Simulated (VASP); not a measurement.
# Ge (P6_3/mmc) in VASP: single point with PBEsol

Aim: the single point of Ge with PBEsol.

Everything below comes from runs of VASP 6.6.1. Logs are shortened: lines on timing, memory, paths and dates and some standing lists are left out, and cuts for length are marked.

### 1 The cell of the first run

It takes space group P6_3/mmc (No. 194, hexagonal). The conventional cell has a = 2.801 Å, b = 2.801 Å, c = 4.583 Å, α = 90.00°, β = 90.00°, γ = 120.00°. Ge (site symmetry -6m2) has 12 Ge at 2.80 Å within 3.7 Å.

### 2 Single point, PBEsol

Contents of INCAR:

```
SYSTEM = Ge
PREC     = Accurate       ! precision mode
ENCUT    = 520            ! plane-wave cutoff, eV
EDIFF    = 1E-6           ! SCF threshold, eV
ISMEAR   = -1             ! smearing method
SIGMA    = 0.08           ! smearing width, eV
LREAL    = .FALSE.        ! projectors in reciprocal space
LASPH    = .TRUE.         ! aspherical terms in the spheres
NELM     = 60             ! most SCF steps
ALGO     = Normal         ! electronic algorithm
ISIF     = 2              ! what is computed and relaxed
LWAVE    = .FALSE.        ! write WAVECAR
LCHARG   = .TRUE.         ! write CHGCAR
GGA      = PS             ! functional
LELF     = .TRUE.         ! ELF
LVHAR    = .TRUE.       
NBANDS   = 21             ! bands
```

Contents of KPOINTS:

```
regular mesh
0
G
  16 16 9
  0 0 0
```

Contents of POSCAR:

```
Ge
1.0
    2.8007706261      0.0000000000      0.0000000000
   -1.4003853130      2.4255385124      0.0000000000
    0.0000000000      0.0000000000      4.5826812478
Ge
2
Direct
    0.3333333333      0.6666666667      0.2500000000
    0.6666666667      0.3333333333      0.7500000000
```

Potentials or basis: VASP PAW PBE potentials, release 64 (Ge_d).

The run is started by

```bash
> cat potpaw_PBE.64/Ge_d/POTCAR > POTCAR
> mpirun -np 1 vasp_std > vasp.out
```

OUTCAR:

```text
SYSTEM = Ge
   PREC = Accurate
   ENCUT = 520
   EDIFF = 1E-6
   ISMEAR = -1
   LREAL = .FALSE.
   LASPH = .TRUE.
   NELM = 60
   ISIF = 2
   GGA = PS

 ion  position               nearest neighbor table
   1  0.333  0.667  0.250-   2 2.80   2 2.80   2 2.80   2 2.80   2 2.80   2 2.80
   2  0.667  0.333  0.750-   1 2.80   1 2.80   1 2.80   1 2.80   1 2.80   1 2.80

  LATTYP: Found a hexagonal cell.
 ALAT       =     2.8007706261
 C/A-ratio  =     1.6362215474

  Lattice vectors:

 A1 = (   2.8007706261,   0.0000000000,   0.0000000000)
 A2 = (  -1.4003853130,   2.4255385124,   0.0000000000)
 A3 = (   0.0000000000,   0.0000000000,   4.5826812478)

Analysis of symmetry for initial positions (statically):
=====================================================================
 Subroutine PRICEL returns:
 Original cell was already a primitive cell.

 Routine SETGRP: Setting up the symmetry group for a
 hexagonal supercell.

 Subroutine GETGRP returns: Found 24 space group operations
 (whereof 12 operations were pure point group operations)
 out of a pool of 24 trial point group operations.

The static configuration has the point symmetry D_3d.
 The point group associated with its full space group is D_6h.

Analysis of symmetry for dynamics (positions and initial velocities):
=====================================================================
 Subroutine PRICEL returns:
 Original cell was already a primitive cell.

 Routine SETGRP: Setting up the symmetry group for a
 hexagonal supercell.

 Subroutine GETGRP returns: Found 24 space group operations
 (whereof 12 operations were pure point group operations)
 out of a pool of 24 trial point group operations.

The dynamic configuration has the point symmetry D_3d.
 The point group associated with its full space group is D_6h.

 Subroutine INISYM returns: Found 24 space group operations
 (whereof 12 operations are pure point group operations),
 and found     1 'primitive' translations

----------------------------------------------------------------------------------------

                                     Primitive cell

  volume of cell :      31.1319

  direct lattice vectors                    reciprocal lattice vectors
     2.800770626  0.000000000  0.000000000     0.357044590  0.206139790  0.000000000
    -1.400385313  2.425538512  0.000000000     0.000000000  0.412279580  0.000000000
     0.000000000  0.000000000  4.582681248     0.000000000  0.000000000  0.218212864

  length of vectors
     2.800770626  2.800770626  4.582681248     0.412279580  0.412279580  0.218212864

  position of ions in fractional coordinates (direct lattice)
     0.333333333  0.666666667  0.250000000
     0.666666667  0.333333333  0.750000000

  ion indices of the primitive-cell ions
   primitive index   ion index
                 1           1
                 2           2

----------------------------------------------------------------------------------------

 KPOINTS: regular mesh

Automatic generation of k-mesh.
 Grid dimensions read from file:
 generate k-points for:   16   16    9

 Generating k-lattice:

  Cartesian coordinates                     Fractional coordinates (reciprocal lattice)
     0.022315287  0.012883737  0.000000000     0.062500000  0.000000000  0.000000000
     0.000000000  0.025767474  0.000000000     0.000000000  0.062500000  0.000000000
     0.000000000  0.000000000  0.024245874     0.000000000  0.000000000  0.111111111

  Length of vectors
     0.025767474  0.025767474  0.024245874

  Shift w.r.t. Gamma in fractional coordinates (k-lattice)
     0.000000000  0.000000000  0.000000000

 Subroutine IBZKPT returns following result:
 ===========================================

 Found    150 irreducible k-points:

 Following reciprocal coordinates:
            Coordinates               Weight
  0.000000  0.000000  0.000000      1.000000
  0.062500  0.000000  0.000000      6.000000
  0.125000  0.000000  0.000000      6.000000
  0.187500 -0.000000  0.000000      6.000000
  0.250000  0.000000  0.000000      6.000000
  0.312500  0.000000  0.000000      6.000000
[... 16 lines left out ...]
  0.187500  0.187500  0.000000      6.000000
  0.250000  0.187500  0.000000     12.000000
 [... further k-points ...]
   k-points           NKPTS =    150   k-points in BZ     NKDIM =    150   number of bands    NBANDS=     21
   number of dos      NEDOS =    301   number of ions     NIONS =      2
   total plane-waves  NPLWV =  20736
   dimension x,y,z NGX =    24 NGY =   24 NGZ =   36
   dimension x,y,z NGXF=    48 NGYF=   48 NGZF=   72
   ions per type =               2
   NGX,Y,Z   is equivalent  to a cutoff of  14.25, 14.25, 13.06 a.u.
   NGXF,Y,Z  is equivalent  to a cutoff of  28.49, 28.49, 26.12 a.u.
 SYSTEM =  Ge
   PREC   = accura    normal or accurate (medium, high low for compatibility)
   ISTART =      0    job   : 0-new  1-cont  2-samecut
   ICHARG =      2    charge: 1-file 2-atom 10-const
   ISPIN  =      1    spin polarized calculation?
   LNONCOLLINEAR =      F non collinear calculations
   LSORBIT =      F    spin-orbit coupling
   LASPH  =      T    aspherical Exc in radial PAW
   ENCUT  =  520.0 eV  38.22 Ry    6.18 a.u.   5.21  5.21  8.52*2*pi/ulx,y,z
   NELM   =     60;   NELMIN=  2; NELMDL= -5     # of ELM steps
   EDIFF  = 0.1E-05   stopping-criterion for ELM
   LREAL  =      F    real-space projection
   EDIFFG = 0.1E-04   stopping-criterion for IOM
   NSW    =      0    number of steps for IOM
   IBRION =     -1    ionic relax: 0-MD 1-quasi-New 2-CG
   NFREE  =      0    steps in history (QN), initial steepest desc. (CG)
   ISIF   =      2    stress and relaxation
   ISYM   =      2    0-nonsym 1-usesym 2-fastsym
   POTIM  = 0.5000    time-step for ionic-motion
   TEBEG  =    0.0;   TEEND  =   0.0 temperature during run
   PSTRESS=    0.0 pullay stress
   NELECT =      28.0000    total number of electrons
   NUPDOWN=      -1.0000    fix difference up-down
   EMIN   =  10.00;   EMAX   =-10.00  energy-range for DOS
   EFERMI =   0.00;   METHOD = LEGACY
   ISMEAR =    -1;   SIGMA  =   0.08  broadening in eV -4-tet -1-fermi 0-gaus
   EFERMI_NEDOS =   21; number of points for ismear=-14 and -15
   IALGO  =     38    algorithm
   IMIX   =      4    mixing-type and parameters
     AMIX     =   0.40;   BMIX     =  1.00
     AMIX_MAG =   1.60;   BMIX_MAG =  1.00
  volume/ion in A,a.u.               =      15.57       105.04
  Fermi-wavevector in a.u.,A,eV,Ry     =   1.580250  2.986239 33.976321  2.497189
  Thomas-Fermi vector in A             =   2.680506
   LORBIT       =      0    0 simple, 1 ext, 2 COOP (PROOUT), +10 PAW based schemes
   GGA     = PS    functional components
   LHFCALC =     F    Hartree Fock is set to
   AEXX    =    0.0000 exact exchange contribution
   IVDW    =     0    specifies the selected vdW correction
   LEPSILON=     F    determine dielectric tensor
   LRPA    =     F    only Hartree local field effects (RPA)
 non-spin polarized calculation
  energy-cutoff  :      520.00
  volume of cell :       31.13
 maximum number of plane-waves:       854
 NGX is ok and might be reduce to    24
   NGX = 11   NGY = 11   NGZ = 17

 number of electron      27.9999989 magnetization

 Free energy of the ion-electron system (eV)
  ---------------------------------------------------
  ext. energy  EPLUGINS =         0.00000000
  ---------------------------------------------------
  free energy    TOTEN  =        -9.07500207 eV

  energy without entropy =       -9.06300875  energy(sigma->0) =       -9.06900541

 E-fermi :   8.9926     XC(G=0): -12.4407

 val. band max:        8.9481579890   @ k =   0.3750  -0.0000   0.2222
 cond. band min:       9.0254253165   @ k =   0.2500   0.0000   0.2222
 fundamental gap:      0.0772673275
 Fermi energy:         8.9925927088

 k-point     1 :       0.0000    0.0000    0.0000
  band No.  band energies     occupation
      1     -15.8637      2.00000
      2     -15.8433      2.00000
      3     -15.8321      2.00000
      4     -15.8321      2.00000
      5     -15.8178      2.00000
      6     -15.8178      2.00000
[... 13 lines left out ...]
     20      22.7186      0.00000
     21      24.7884      0.00000

 k-point     2 :       0.0625    0.0000    0.0000
  band No.  band energies     occupation
      1     -15.8621      2.00000
      2     -15.8462      2.00000
      3     -15.8267      2.00000
      4     -15.8260      2.00000
      5     -15.8167      2.00000
      6     -15.8121      2.00000
[... 13 lines left out ...]
     20      23.0276      0.00000
     21      24.5869      0.00000

 k-point     3 :       0.1250    0.0000    0.0000
  band No.  band energies     occupation
      1     -15.8671      2.00000
      2     -15.8433      2.00000
      3     -15.8207      2.00000
      4     -15.8089      2.00000
      5     -15.8061      2.00000
      6     -15.7957      2.00000
[... 13 lines left out ...]
     20      23.7422      0.00000
     21      24.1789      0.00000

 k-point     4 :       0.1875   -0.0000    0.0000
  band No.  band energies     occupation
      1     -15.8822      2.00000
      2     -15.8343      2.00000
      3     -15.8174      2.00000
      4     -15.8083      2.00000
      5     -15.7999      2.00000
      6     -15.7833      2.00000
[... 13 lines left out ...]
     20      22.6909      0.00000
     21      24.4359      0.00000

 k-point     5 :       0.2500    0.0000    0.0000
  band No.  band energies     occupation
      1     -15.9000      2.00000
      2     -15.8358      2.00000
      3     -15.8269      2.00000
      4     -15.8100      2.00000
      5     -15.8028      2.00000
      6     -15.7537      2.00000
[... 13 lines left out ...]
     20      22.2130      0.00000
     21      24.0445      0.00000
[... 382 lines left out ...]
     20      19.5007      0.00000
     21      26.0371      0.00000

 k-point    22 :       0.4375    0.1250    0.0000
  band No.  band energies     occupation
      1     -15.9174      2.00000
      2     -15.8880      2.00000
      3     -15.8336      2.00000
      4     -15.8273      2.00000
      5     -15.7701      2.00000
      6     -15.7572      2.00000
[... 13 lines left out ...]
     20      19.4103      0.00000
     21      26.0066      0.00000

 k-point    23 :       0.1875    0.1875    0.0000
  band No.  band energies     occupation
      1     -15.8631      2.00000
      2     -15.8590      2.00000
      3     -15.8517      2.00000
      4     -15.8207      2.00000
      5     -15.7829      2.00000
      6     -15.7650      2.00000
[... 13 lines left out ...]
     20      22.5458      0.00000
     21      23.5408      0.00000

 k-point    24 :       0.2500    0.1875    0.0000
  band No.  band energies     occupation
      1     -15.8729      2.00000
      2     -15.8702      2.00000
      3     -15.8408      2.00000
      4     -15.8226      2.00000
      5     -15.7761      2.00000
      6     -15.7559      2.00000
[... 13 lines left out ...]
     20      22.4712      0.00000
     21      25.4350      0.00000

 [... further k-points ...]
[... 5 lines left out ...]
  --------------------------------------------------------------------------------------
  -------------------------------------------------------------------------------------
  Total        3.4436298      3.4436298      3.4648567      0.0000000     -0.0000000      0.0000000
  in kB      177.2236502    177.2236502    178.3160744      0.0000000     -0.0000000      0.0000000
  external PRESSURE =     177.5877916 kB  Pullay stress =       0.0000000 kB

 VOLUME and BASIS-vectors are now :
 -----------------------------------------------------------------------------
  energy-cutoff  :      520.00
  volume of cell :       31.13
      direct lattice vectors                 reciprocal lattice vectors
     2.800770626  0.000000000  0.000000000     0.357044590  0.206139790  0.000000000
    -1.400385313  2.425538512  0.000000000     0.000000000  0.412279580  0.000000000
     0.000000000  0.000000000  4.582681248     0.000000000  0.000000000  0.218212864

 POSITION                                       TOTAL-FORCE (eV/Angst)
 -----------------------------------------------------------------------------------
     -0.00000      1.61703      1.14567        -0.000000     -0.000000      0.000000
      1.40039      0.80851      3.43701         0.000000      0.000000      0.000000
 -----------------------------------------------------------------------------------
    total drift:                                0.000000     -0.000000      0.000000

  FREE ENERGIE OF THE ION-ELECTRON SYSTEM (eV)
  ---------------------------------------------------
  free  energy   TOTEN  =        -9.0750020728 eV

  energy  without entropy=       -9.0630087501  energy(sigma->0) =       -9.06900541
```

It took 57 s on 1 thread of Intel Xeon Platinum 8259CL at 2.50GHz (Skylake/Cascade Lake), shared host; peak memory 0.21 GiB.

What came out:

* Free energy: -9.0750 eV
* Pressure: 17.8 GPa
* Band gap on the k mesh: zero (band 14 reaches 17.22 eV, above the bottom of band 15 at 5.75 eV)

Stress tensor (GPa, compression positive):
```
17.72  0.00  0.00
 0.00 17.72  0.00
 0.00  0.00 17.83
```

Caveat: the PAW data sets were made with another functional, which shifts forces and pressure a little.
